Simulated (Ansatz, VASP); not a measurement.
**One calculation of Sc, two programs**

The input INCAR:

```
  PREC = Accurate
  ENCUT = 520
  EDIFF = 1E-6
  ISMEAR = -1
  SIGMA = 0.1
  LREAL = F
  LASPH = T
  NELM = 60
  ALGO = Normal
  ISIF = 2
  LWAVE = F
  LCHARG = F
  GGA = PE
  NBANDS = 12
```

KPOINTS

```
regular mesh
0
Gamma
  12 12 12
```

POSCAR

```
Sc
1.0
    2.9333113538      0.0000000000      0.0000000000
    0.0000000000      2.9333113538      0.0000000000
    0.0000000000      0.0000000000      2.9333113538
Sc
1
Direct
    0.0000000000      0.0000000000      0.0000000000
```

Input for Ansatz:

```yaml
crystal:
  lattice:
    - [2.9333113538, 0.0, 0.0]
    - [0.0, 2.9333113538, 0.0]
    - [0.0, 0.0, 2.9333113538]
  atoms:
    - { symbol: Sc, position: [0.0, 0.0, 0.0] }
hamiltonian:
  xc: pbe
  pseudopotentials:
    kind: paw
    azcp:
      Sc: "pseudopotentials/Sc.paw.azcp"
basis:
  ecutwfc: 420
  fft_grid_basis: typed
kpoints:
  mp_grid: { grid: [12, 12, 12], shift: [0, 0, 0] }
magnetization:
  spin_polarized: false
scf:
  occupations: { method: fermi_dirac, width: 0.1 }
  lower_state_search: "off"
output:
  stress: true
```

Alike in both runs: task single point; functional PBE; k mesh 12 × 12 × 12; occupations fermi-dirac, width 0.1 eV; no spin polarisation.

|  | VASP | Ansatz |
| --- | --- | --- |
| version | VASP 6.6.1 | Ansatz 0.2.0 |
| potentials or method | VASP PAW PBE potentials, release 64 (Sc_sv), cutoff 520 eV | plane waves (420 eV) with PAW, scalar-relativistic |
| valence electrons in the cell | 11 | 11 |

|  | VASP | Ansatz | Ansatz less VASP |
| --- | --- | --- | --- |
| pressure (GPa) | 1.5 | 1.5 | -0.02 |
